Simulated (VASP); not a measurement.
Write the native input for VASP 6.6.1 that does the following.

| Quantity | Value |
| --- | --- |
| Task | single point |
| Functional | PBE |
| Potentials or basis | VASP PAW PBE potentials, release 64 (Cd, O) |
| Cutoff | 600 eV |
| k mesh | 16 × 16 × 16 |
| Occupations | gaussian, width 0.1 eV |
| Spin | no spin polarisation |
| Dipole correction | no |
| Further INCAR settings | ALGO = Normal; EDIFF = 1e-06; NBANDS = 16 |

The structure of CdO lies in POSCAR:

```
CdO
1.0
    0.0000000000      2.1072032879      2.1072032879
    2.1072032879      0.0000000000      2.1072032879
    2.1072032879      2.1072032879      0.0000000000
Cd O
1 1
Direct
    0.0000000000      0.0000000000      0.0000000000
    0.5000000000      0.5000000000      0.5000000000
```

The input as run:

INCAR

```
SYSTEM = CdO
  PREC = Accurate
  ENCUT = 600
  EDIFF = 1E-6
  ISMEAR = 0
  SIGMA = 0.1
  LREAL = .False.
  LASPH = .True.
  NELM = 120
  ALGO = Normal
  ISIF = 2
  LWAVE = .False.
  LCHARG = .True.
  GGA = PE
  LELF = .True.
  LVHAR = .True.
  NBANDS = 16
  GGA_COMPAT = .False.
```

KPOINTS

```
regular mesh
0
Gamma
  16 16 16
  0 0 0
```

Potentials or basis: VASP PAW PBE potentials, release 64 (Cd, O).

Run with:

```console
$ cat potpaw_PBE.64/Cd/POTCAR potpaw_PBE.64/O/POTCAR > POTCAR
$ mpirun -np 1 vasp_std > vasp.out
```

It gave:

The pressure is 119.4 GPa. The band gap on the k mesh is 0.28 eV (least direct gap 3.38 eV).

Caveat: the cell stands under pressure.

It took 2 min on 1 thread of AMD EPYC 7R13 (shared host), peak memory 0.15 GiB.
